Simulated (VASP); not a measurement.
# SnO2 (R-3m) in VASP: notebook

The runs below take SnO2 through single point, with r2SCAN.

Everything below comes from runs of VASP 6.6.1. Logs are shortened: lines on timing, memory, paths and dates and some standing lists are left out, and cuts for length are marked.

**1. The cell of the first run**

It takes space group R-3m (No. 166, trigonal). The conventional cell has a = 3.209 Å, b = 3.209 Å, c = 13.026 Å, α = 90.00°, β = 90.00°, γ = 120.00°. Sn (site symmetry -3m) has 6 O at 2.09 Å within 2.8 Å. Within 2.8 Å of O (site symmetry 3m) lie 3 Sn at 2.09 Å and 3 O at 2.69 Å.

**2. Single point, r2SCAN**

Input file POSCAR:

```
SnO2
1.0
    1.6046805940      0.9264627729      4.3421508207
   -1.6046805940      0.9264627729      4.3421508207
    0.0000000000     -1.8529255459      4.3421508207
Sn O
1 2
Direct
    0.5000000000      0.5000000000      0.5000000000
    0.2414607659      0.2414607659      0.2414607659
    0.7585392341      0.7585392341      0.7585392341
```

Input file INCAR.step1:

```
  ALGO = Normal
  EDIFF = 1E-4
  ENCUT = 520
  GGA = PE
  ISMEAR = 0
  LASPH = T
  LCHARG = F
  LREAL = F
  LWAVE = T
  NBANDS = 20
  NELM = 80
  PREC = Accurate
  SIGMA = 0.1
```

Input file INCAR.step2:

```
  ALGO = Normal
  EDIFF = 1E-6
  ENCUT = 520
  ISIF = 2
  ISMEAR = 0
  ISTART = 1
  LASPH = T
  LCHARG = F
  LMIXTAU = T
  LREAL = F
  LWAVE = F
  METAGGA = R2SCAN
  NBANDS = 20
  NELM = 80
  PREC = Accurate
  SIGMA = 0.1
```

Input file KPOINTS:

```
k-points
0
Gamma
  6 6 6
```

Potentials or basis: VASP PAW PBE potentials, release 64 (Sn_d, O).

Command:

```sh
> cat potpaw_PBE.64/Sn_d/POTCAR potpaw_PBE.64/O/POTCAR > POTCAR
> cp INCAR.step1 INCAR
> mpirun -np 1 vasp_std > vasp.out
> cp INCAR.step2 INCAR
> mpirun -np 1 vasp_std > vasp.out
```

OUTCAR:

```text
EDIFF = 1E-6
   ENCUT = 520
   ISIF = 2
   ISMEAR = 0
   ISTART = 1
   LASPH = T
   LREAL = F
   METAGGA = R2SCAN
   NELM = 80
   PREC = Accurate

 ion  position               nearest neighbor table
   1  0.500  0.500  0.500-   2 2.09   2 2.09   3 2.09   3 2.09   2 2.09   3 2.09
   2  0.241  0.241  0.241-   1 2.09   1 2.09   1 2.09
   3  0.759  0.759  0.759-   1 2.09   1 2.09   1 2.09

  LATTYP: Found a trigonal (rhomboedric) cell.
 ALAT       =     4.7209751988
 COS(alpha) =     0.7689298964

  Lattice vectors:

 A1 = (   1.6046805940,   0.9264627729,   4.3421508207)
 A2 = (  -1.6046805940,   0.9264627729,   4.3421508207)
 A3 = (   0.0000000000,  -1.8529255459,   4.3421508207)

Analysis of symmetry for initial positions (statically):
=====================================================================
 Subroutine PRICEL returns:
 Original cell was already a primitive cell.

 Routine SETGRP: Setting up the symmetry group for a
 trigonal (rhombohedral) supercell.

 Subroutine GETGRP returns: Found 12 space group operations
 (whereof 12 operations were pure point group operations)
 out of a pool of 12 trial point group operations.

The static configuration has the point symmetry D_3d.

Analysis of symmetry for dynamics (positions and initial velocities):
=====================================================================
 Subroutine PRICEL returns:
 Original cell was already a primitive cell.

 Routine SETGRP: Setting up the symmetry group for a
 trigonal (rhombohedral) supercell.

 Subroutine GETGRP returns: Found 12 space group operations
 (whereof 12 operations were pure point group operations)
 out of a pool of 12 trial point group operations.

The dynamic configuration has the point symmetry D_3d.

 Subroutine INISYM returns: Found 12 space group operations
 (whereof 12 operations are pure point group operations),
 and found     1 'primitive' translations

----------------------------------------------------------------------------------------

                                     Primitive cell

  volume of cell :      38.7323

  direct lattice vectors                    reciprocal lattice vectors
     1.604680594  0.926462773  4.342150821     0.311588488  0.179895697  0.076766871
    -1.604680594  0.926462773  4.342150821    -0.311588488  0.179895697  0.076766871
     0.000000000 -1.852925546  4.342150821     0.000000000 -0.359791395  0.076766871

  length of vectors
     4.720975199  4.720975199  4.720975199     0.367889930  0.367889930  0.367889930

  position of ions in fractional coordinates (direct lattice)
     0.500000000  0.500000000  0.500000000
     0.241460766  0.241460766  0.241460766
     0.758539234  0.758539234  0.758539234

  ion indices of the primitive-cell ions
   primitive index   ion index
                 1           1
                 2           2
                 3           3

----------------------------------------------------------------------------------------

 KPOINTS: k-points

Automatic generation of k-mesh.
 Grid dimensions read from file:
 generate k-points for:    6    6    6

 Generating k-lattice:

  Cartesian coordinates                     Fractional coordinates (reciprocal lattice)
     0.051931415  0.029982616  0.012794479     0.166666667 -0.000000000  0.000000000
    -0.051931415  0.029982616  0.012794479    -0.000000000  0.166666667  0.000000000
     0.000000000 -0.059965232  0.012794479     0.000000000  0.000000000  0.166666667

  Length of vectors
     0.061314988  0.061314988  0.061314988

  Shift w.r.t. Gamma in fractional coordinates (k-lattice)
     0.000000000  0.000000000  0.000000000

 Subroutine IBZKPT returns following result:
 ===========================================

 Found     32 irreducible k-points:

 Following reciprocal coordinates:
            Coordinates               Weight
  0.000000  0.000000  0.000000      1.000000
  0.166667  0.000000  0.000000      6.000000
  0.333333 -0.000000  0.000000      6.000000
  0.500000  0.000000  0.000000      3.000000
  0.166667  0.166667  0.000000      6.000000
  0.333333  0.166667  0.000000     12.000000
[... 16 lines left out ...]
  0.500000  0.500000  0.166667      6.000000
 -0.333333  0.500000  0.166667     12.000000
 [... further k-points ...]
   k-points           NKPTS =     32   k-points in BZ     NKDIM =     32   number of bands    NBANDS=     20
   number of dos      NEDOS =    301   number of ions     NIONS =      3
   total plane-waves  NPLWV =  46656
   dimension x,y,z NGX =    36 NGY =   36 NGZ =   36
   dimension x,y,z NGXF=    72 NGYF=   72 NGZF=   72
   ions per type =               1   2
   NGX,Y,Z   is equivalent  to a cutoff of  12.68, 12.68, 12.68 a.u.
   NGXF,Y,Z  is equivalent  to a cutoff of  25.35, 25.35, 25.35 a.u.
 SYSTEM =  unknown system
   PREC   = accura    normal or accurate (medium, high low for compatibility)
   ISTART =      1    job   : 0-new  1-cont  2-samecut
   ICHARG =      0    charge: 1-file 2-atom 10-const
[... 76 lines left out ...]
      2     -16.1778      2.00000
      3     -15.9677      2.00000
      4     -15.8038      2.00000
      5     -15.7578      2.00000
      6     -14.5830      2.00000
[... 12 lines left out ...]
     19      19.8395      0.00000
     20      22.6057      0.00000

 k-point     3 :       0.3333   -0.0000    0.0000
  band No.  band energies     occupation
      1     -16.8727      2.00000
      2     -15.9394      2.00000
      3     -15.9145      2.00000
      4     -15.8077      2.00000
      5     -15.6909      2.00000
      6     -14.0671      2.00000
[... 12 lines left out ...]
     19      19.0890      0.00000
     20      21.2752      0.00000

 k-point     4 :       0.5000    0.0000    0.0000
  band No.  band energies     occupation
      1     -17.0831      2.00000
      2     -15.9235      2.00000
      3     -15.9114      2.00000
      4     -15.7286      2.00000
      5     -15.6317      2.00000
      6     -13.6628      2.00000
[... 12 lines left out ...]
     19      19.0165      0.00000
     20      19.8734      0.00000

 k-point     5 :       0.1667    0.1667    0.0000
  band No.  band energies     occupation
      1     -16.3766      2.00000
      2     -16.1805      2.00000
      3     -15.9674      2.00000
      4     -15.8041      2.00000
      5     -15.7575      2.00000
      6     -14.5766      2.00000
[... 12 lines left out ...]
     19      19.5455      0.00000
     20      22.7077      0.00000

 k-point     6 :       0.3333    0.1667    0.0000
  band No.  band energies     occupation
      1     -16.6467      2.00000
      2     -16.2026      2.00000
      3     -15.8671      2.00000
      4     -15.8321      2.00000
      5     -15.7129      2.00000
      6     -14.1159      2.00000
[... 12 lines left out ...]
     19      19.2634      0.00000
     20      21.3769      0.00000

 k-point     7 :       0.5000    0.1667    0.0000
  band No.  band energies     occupation
      1     -16.9152      2.00000
      2     -16.2027      2.00000
      3     -15.8754      2.00000
      4     -15.7744      2.00000
      5     -15.6868      2.00000
      6     -13.3122      2.00000
[... 12 lines left out ...]
     19      19.6337      0.00000
     20      20.1422      0.00000
[... 277 lines left out ...]
 k-point    20 :       0.5000    0.3333    0.1667
  band No.  band energies     occupation
      1     -16.6551      2.00000
      2     -16.2028      2.00000
      3     -15.8658      2.00000
      4     -15.8328      2.00000
      5     -15.7129      2.00000
      6     -14.0184      2.00000
[... 12 lines left out ...]
     19      19.5015      0.00000
     20      21.5354      0.00000

 k-point    21 :      -0.3333    0.3333    0.1667
  band No.  band energies     occupation
      1     -16.9163      2.00000
      2     -16.2034      2.00000
      3     -15.8750      2.00000
      4     -15.7747      2.00000
      5     -15.6854      2.00000
      6     -13.2859      2.00000
[... 12 lines left out ...]
     19      19.8741      0.00000
     20      21.0625      0.00000

 k-point    22 :      -0.1667    0.3333    0.1667
  band No.  band energies     occupation
      1     -16.9078      2.00000
      2     -16.2046      2.00000
      3     -15.8748      2.00000
      4     -15.7736      2.00000
      5     -15.6880      2.00000
      6     -13.3839      2.00000
[... 12 lines left out ...]
     19      19.5190      0.00000
     20      21.0422      0.00000

 k-point    23 :       0.5000    0.5000    0.1667
  band No.  band energies     occupation
      1     -16.8713      2.00000
      2     -15.9412      2.00000
      3     -15.9119      2.00000
      4     -15.8117      2.00000
      5     -15.6909      2.00000
      6     -14.0036      2.00000
[... 12 lines left out ...]
     19      18.7202      0.00000
     20      23.1365      0.00000

 k-point    24 :      -0.3333    0.5000    0.1667
  band No.  band energies     occupation
      1     -16.9132      2.00000
      2     -16.2045      2.00000
      3     -15.8745      2.00000
      4     -15.7743      2.00000
      5     -15.6852      2.00000
      6     -13.3111      2.00000
[... 12 lines left out ...]
     19      19.6396      0.00000
     20      22.4132      0.00000

 [... further k-points ...]
[... 5 lines left out ...]
  --------------------------------------------------------------------------------------
  -------------------------------------------------------------------------------------
  Total        0.3979784      0.3979784      0.1257223      0.0000000     -0.0000000      0.0000000
  in kB       16.4625581     16.4625581      5.2005595      0.0000000     -0.0000000      0.0000000
  external PRESSURE =      12.7085586 kB  Pullay stress =       0.0000000 kB

 VOLUME and BASIS-vectors are now :
 -----------------------------------------------------------------------------
  energy-cutoff  :      520.00
  volume of cell :       38.73
      direct lattice vectors                 reciprocal lattice vectors
     1.604680594  0.926462773  4.342150821     0.311588488  0.179895697  0.076766871
    -1.604680594  0.926462773  4.342150821    -0.311588488  0.179895697  0.076766871
     0.000000000 -1.852925546  4.342150821     0.000000000 -0.359791395  0.076766871

 POSITION                                       TOTAL-FORCE (eV/Angst)
 -----------------------------------------------------------------------------------
      0.00000     -0.00000      6.51323         0.000000     -0.000000      0.000000
      0.00000     -0.00000      3.14538        -0.000000     -0.000000      0.082061
      0.00000     -0.00000      9.88108        -0.000000      0.000000     -0.082061
 -----------------------------------------------------------------------------------
    total drift:                                0.000000      0.000000      0.000000

  FREE ENERGIE OF THE ION-ELECTRON SYSTEM (eV)
  ---------------------------------------------------
  free  energy   TOTEN  =       -41.6749182690 eV

  energy  without entropy=      -41.6749182690  energy(sigma->0) =      -41.67491827
```

Wall time 2.9 min (1 thread of Intel Xeon Platinum 8375C at 2.90GHz (Ice Lake), shared host); peak memory 0.22 GiB.

What came out:

* Free energy: -41.6749 eV
* Pressure: 1.3 GPa
* Largest force: 0.082 eV/Å
* Band gap on the k mesh: 2.43 eV, indirect (least direct gap 2.45 eV)

Forces on the atoms (eV/Å):
```
Sn   0.000  0.000  0.000
O    0.000  0.000  0.082
O    0.000  0.000 -0.082
```

Caveat: the PAW data sets were made with another functional, which shifts forces and pressure a little; spin-orbit coupling is left out, which moves the levels of the heavy elements.

**3. Single point, r2SCAN**

This run uses another cell than the first one, of 14.50 Å³/atom, 1.123 times its volume.

Input file POSCAR:

```
SnO2
1.0
    1.6170930752      0.9336291223      4.8005925840
   -1.6170930752      0.9336291223      4.8005925840
    0.0000000000     -1.8672582446      4.8005925840
Sn O
1 2
Direct
    0.5000000000      0.5000000000      0.5000000000
    0.2371700000      0.2371700000      0.2371700000
    0.7628300000      0.7628300000      0.7628300000
```

Input file INCAR.step1:

```
SYSTEM = SnO2
PREC = Accurate
ENCUT = 520
ISMEAR = 0
SIGMA = 0.1
LREAL = .False.
LASPH = .True.
NELM = 80
NBANDS = 20
GGA = PE
ALGO = Normal
EDIFF = 1E-4
LWAVE = .True.
LCHARG = .False.
```

Input file INCAR.step2:

```
SYSTEM = SnO2
PREC = Accurate
ENCUT = 520
EDIFF = 1E-7
ISMEAR = 0
SIGMA = 0.1
LREAL = .False.
LASPH = .True.
NELM = 80
ALGO = Normal
ISIF = 2
LWAVE = .False.
LCHARG = .False.
METAGGA = R2SCAN
LMIXTAU = .True.
NBANDS = 20
ISTART = 1
```

Input file KPOINTS:

```
Automatic mesh
0
Gamma
  6 6 6
  0 0 0
```

Potentials or basis: VASP PAW PBE potentials, release 64 (Sn_d, O).

Command:

```sh
> cat potpaw_PBE.64/Sn_d/POTCAR potpaw_PBE.64/O/POTCAR > POTCAR
> cp INCAR.step1 INCAR
> mpirun -np 1 vasp_std > vasp.out
> cp INCAR.step2 INCAR
> mpirun -np 1 vasp_std > vasp.out
```

It took 5.6 min on 1 thread of Intel Xeon Platinum 8375C at 2.90GHz (Ice Lake), shared host; peak memory 0.25 GiB.

The run converged. Its results:

```yaml
Free_energy: -41.6230 eV
Pressure: -6.3 GPa
Largest_force: 0.553 eV/Å
Band_gap_on_the_k_mesh: 2.43 eV, indirect (least direct gap 2.54 eV)
```

Forces on the atoms (eV/Å):
```
Sn   0.000  0.000  0.000
O    0.000  0.000 -0.553
O    0.000  0.000  0.553
```

Stress tensor (GPa, compression positive):
```
-6.51  0.00  0.00
 0.00 -6.51  0.00
 0.00  0.00 -5.75
```

Levels at points of the mesh, in eV from the valence-band top:
```
           k point  band 11  band 12  band 13  band 14  band 15  band 16
(0.00, 0.00, 0.00)    -0.89    -0.89    -0.11     2.43     6.42    11.95
(0.50, 0.00, 0.00)    -1.47    -0.57    -0.56     5.99     8.48    10.89
(0.50, 0.50, 0.00)    -1.14    -0.43    -0.02     5.70     7.66    11.66
(0.50, 0.50, 0.50)    -1.25    -0.84    -0.84     3.68     6.30    12.14
```

Caveat: the PAW data sets were made with another functional, which shifts forces and pressure a little; spin-orbit coupling is left out, which moves the levels of the heavy elements. r2SCAN opens gaps a little over a GGA but as a rule still falls short of measured ones.

**4. Single point, r2SCAN**

This run uses another cell than the first one, of 12.95 Å³/atom, 1.003 times its volume.

Input file POSCAR:

```
SnO2
1.0
    1.6048204430      0.9265435148      4.3549526392
   -1.6048204430      0.9265435148      4.3549526392
    0.0000000000     -1.8530870296      4.3549526392
Sn O
1 2
Direct
    0.5000000000      0.5000000000      0.5000000000
    0.2412464621      0.2412464621      0.2412464621
    0.7587535379      0.7587535379      0.7587535379
```

Input file INCAR.step1:

```
SYSTEM = SnO2
PREC     = Accurate       ! precision mode
ENCUT    = 520            ! plane-wave cutoff, eV
ISMEAR   = 0              ! smearing method
SIGMA    = 0.05           ! smearing width, eV
LREAL    = .False.        ! projectors in reciprocal space
LASPH    = .True.         ! aspherical terms in the spheres
NELM     = 100            ! most SCF steps
NBANDS   = 20             ! bands
GGA      = PE             ! functional
ALGO     = Normal         ! electronic algorithm
EDIFF    = 1E-4           ! SCF threshold, eV
LWAVE    = .True.         ! write WAVECAR
LCHARG   = .False.        ! write CHGCAR
```

Input file INCAR.step2:

```
SYSTEM = SnO2
PREC     = Accurate       ! precision mode
ENCUT    = 520            ! plane-wave cutoff, eV
EDIFF    = 1E-6           ! SCF threshold, eV
ISMEAR   = 0              ! smearing method
SIGMA    = 0.05           ! smearing width, eV
LREAL    = .False.        ! projectors in reciprocal space
LASPH    = .True.         ! aspherical terms in the spheres
NELM     = 100            ! most SCF steps
ALGO     = Normal         ! electronic algorithm
ISIF     = 2              ! what is computed and relaxed
LWAVE    = .False.        ! write WAVECAR
LCHARG   = .False.        ! write CHGCAR
METAGGA  = R2SCAN         ! meta-GGA
LMIXTAU  = .True.       
NBANDS   = 20             ! bands
ISTART   = 1
```

Input file KPOINTS:

```
Automatic mesh
0
Gamma
  12 12 12
  0 0 0
```

Command:

```sh
> cat potpaw_PBE.64/Sn_d/POTCAR potpaw_PBE.64/O/POTCAR > POTCAR
> cp INCAR.step1 INCAR
> mpirun -np 1 vasp_std > vasp.out
> cp INCAR.step2 INCAR
> mpirun -np 1 vasp_std > vasp.out
```

Wall time 13 min (1 thread of Intel Xeon Platinum 8259CL at 2.50GHz (Skylake/Cascade Lake), shared host); peak memory 0.3 GiB.

Results (log left out):

* Free energy: -41.6754 eV
* Pressure: 1.2 GPa
* Largest force: 0.086 eV/Å
* Band gap on the k mesh: 2.44 eV, indirect (least direct gap 2.46 eV)

Forces on the atoms (eV/Å):
```
Sn   0.000  0.000  0.000
O    0.000  0.000  0.086
O    0.000  0.000 -0.086
```

Stress tensor (GPa, compression positive):
```
1.52 0.00 0.00
0.00 1.52 0.00
0.00 0.00 0.44
```

Levels at points of the mesh, in eV from the valence-band top:
| k point | band 9 | band 10 | band 11 | band 12 | band 13 | band 14 | band 15 | band 16 | band 17 | band 18 |
| --- | --- | --- | --- | --- | --- | --- | --- | --- | --- | --- |
| (0.00, 0.00, 0.00) | -1.46 | -1.46 | -1.13 | -1.13 | -0.02 | 2.44 | 6.43 | 11.99 | 11.99 | 13.79 |
| (0.50, 0.00, 0.00) | -4.34 | -3.25 | -1.77 | -0.93 | -0.79 | 6.38 | 8.84 | 10.96 | 13.56 | 14.32 |
| (0.50, 0.50, 0.00) | -4.80 | -3.48 | -1.11 | -0.47 | 0.00 | 5.87 | 7.77 | 12.00 | 12.14 | 13.92 |
| (0.50, 0.50, 0.50) | -1.79 | -1.62 | -1.62 | -1.01 | -1.01 | 4.21 | 6.61 | 12.41 | 12.41 | 14.46 |

Caveat: the PAW data sets were made with another functional, which shifts forces and pressure a little; spin-orbit coupling is left out, which moves the levels of the heavy elements. r2SCAN opens gaps a little over a GGA but as a rule still falls short of measured ones.

**5. Summary**

| cell | k mesh | smearing | gap on the mesh (eV) | pressure (GPa) | largest force (eV/Å) |
| --- | --- | --- | --- | --- | --- |
| a = 4.721 Å, angles 39.7°, 3 atoms | 6 × 6 × 6 | gaussian 0.1 eV | 2.43 | 1.3 | 0.08 |
| a = 5.151 Å, angles 36.6°, 3 atoms | 6 × 6 × 6 | gaussian 0.1 eV | 2.43 | -6.3 | 0.55 |
| a = 4.733 Å, angles 39.6°, 3 atoms | 12 × 12 × 12 | gaussian 0.05 eV | 2.44 | 1.2 | 0.09 |

Alike in all rows: task single point; level r2SCAN; potentials or basis VASP PAW PBE potentials, release 64 (Sn_d, O); no spin polarisation; cutoff (eV) 520.

Caveats: the PAW data sets were made with another functional, which shifts forces and pressure a little; spin-orbit coupling is left out, which moves the levels of the heavy elements.

Total energies depend on the potentials used, so only differences within one code and one set of settings carry meaning.
